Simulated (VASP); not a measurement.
A run of VASP 6.6.1 is set up as follows.

The input INCAR:

```
SYSTEM = Ru3C
PREC = Accurate
ENCUT = 520
EDIFF = 1E-7
ISMEAR = 0
SIGMA = 0.1
LREAL = .False.
LASPH = .True.
NELM = 60
ALGO = Normal
ISIF = 2
LWAVE = .False.
LCHARG = .False.
GGA = PE
NBANDS = 56
```

Contents of KPOINTS:

```
regular mesh
0
Gamma
  6 6 4
  0 0 0
```

Contents of POSCAR:

```
Ru3C
1.0
    6.7067348495      0.0000000000      0.0000000000
   -3.3533674247      5.8082027561      0.0000000000
    0.0000000000      0.0000000000      2.6709792697
Ru C
6 2
Direct
    0.8070740617      0.6141481235      0.2500000000
    0.1929259383      0.8070740617      0.7500000000
    0.3858518765      0.1929259383      0.2500000000
    0.1929259383      0.3858518765      0.7500000000
    0.8070740617      0.1929259383      0.2500000000
    0.6141481235      0.8070740617      0.7500000000
    0.3333333333      0.6666666667      0.2500000000
    0.6666666667      0.3333333333      0.7500000000
```

Potentials or basis: VASP PAW PBE potentials, release 64 (Ru_pv, C).

Launch:

```sh
$ cat potpaw_PBE.64/Ru_pv/POTCAR potpaw_PBE.64/C/POTCAR > POTCAR
$ mpirun -np 1 vasp_std > vasp.out
```

Problem. What does it give for the band gap on the k mesh?

Solution. Zero (bands 46 and 47 overlap by 1.10 eV).

Problem. What does it give for the largest force?

Solution. 0.006 eV/Å.

Problem. What does it give for the pressure?

Solution. -0.1 GPa.

Forces on the atoms (eV/Å):
```
Ru   0.000 -0.006  0.000
Ru   0.005 -0.003  0.000
Ru   0.005  0.003  0.000
Ru   0.000  0.006  0.000
Ru  -0.005  0.003  0.000
Ru  -0.005 -0.003  0.000
C    0.000  0.000  0.000
C    0.000  0.000  0.000
```

Caveat: the k points lie up to 0.59 Å⁻¹ apart, too coarse for converged energies and pressures of a metal.
